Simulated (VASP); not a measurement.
Wanted: the native input for a VASP 6.6.1 run.

| Property | Result |
| --- | --- |
| Task | relaxation of cell and atoms |
| Functional | PBE |
| Potentials or basis | VASP PAW PBE potentials, release 64 (Nb_sv, Ag, Cl) |
| Cutoff | 600 eV |
| k mesh | 4 × 4 × 4 |
| Occupations | gaussian, width 0.1 eV |
| Spin | no spin polarisation |
| Dipole correction | no |
| Further INCAR settings | ALGO = Normal; EDIFF = 1e-06; IBRION = 2; EDIFFG = -0.04; NSW = 90; ISIF = 3 |

The structure of NbAgCl3 lies in POSCAR:

```
NbAgCl3
1.0
    4.7506209097      0.0000000000      0.0000000000
    0.0000000000      4.7506209097      0.0000000000
    0.0000000000      0.0000000000      4.7506209097
Nb Ag Cl
1 1 3
Direct
    0.0000000000      0.0000000000      0.0000000000
    0.5000000000      0.5000000000      0.5000000000
    0.0000000000      0.5000000000      0.5000000000
    0.5000000000      0.0000000000      0.5000000000
    0.5000000000      0.5000000000      0.0000000000
```

These files were run (other wordings do the same):

INCAR

```
SYSTEM = NbAgCl3
  PREC = Accurate
  ENCUT = 600
  EDIFF = 1E-6
  ISMEAR = 0
  SIGMA = 0.1
  LREAL = .FALSE.
  LASPH = .TRUE.
  NELM = 80
  ALGO = Normal
  ISIF = 3
  LWAVE = .FALSE.
  LCHARG = .FALSE.
  GGA = PE
  IBRION = 2
  NSW = 90
  EDIFFG = -0.04
```

KPOINTS

```
regular mesh
0
G
  4 4 4
  0 0 0
```

Potentials or basis: VASP PAW PBE potentials, release 64 (Nb_sv, Ag, Cl).

Command:

```sh
$ cat potpaw_PBE.64/Nb_sv/POTCAR potpaw_PBE.64/Ag/POTCAR potpaw_PBE.64/Cl/POTCAR > POTCAR
$ mpirun -np 1 vasp_std > vasp.out
```

It gave:

```json
{"Relaxed volume": "24.67 Å³/atom", "Relaxed cell": "a = 4.978 Å, b = 4.978 Å, c = 4.978 Å, α = 90.00°, β = 90.00°, γ = 90.00°", "Space group after relaxing (to 0.1 Å)": "Pm-3m (No. 221)", "Energy gained by relaxing": "75.6 meV/atom", "Ionic steps": "3", "Pressure after relaxing": "0.0 GPa"}
```

Caveat: the volume moved by over 15 % at a fixed basis, so the end points are rough; the highest band is partly filled, so the run has too few bands.

Wall time 3.8 min on 1 thread of Intel Xeon 8259CL (shared host), peak memory 0.27 GiB.
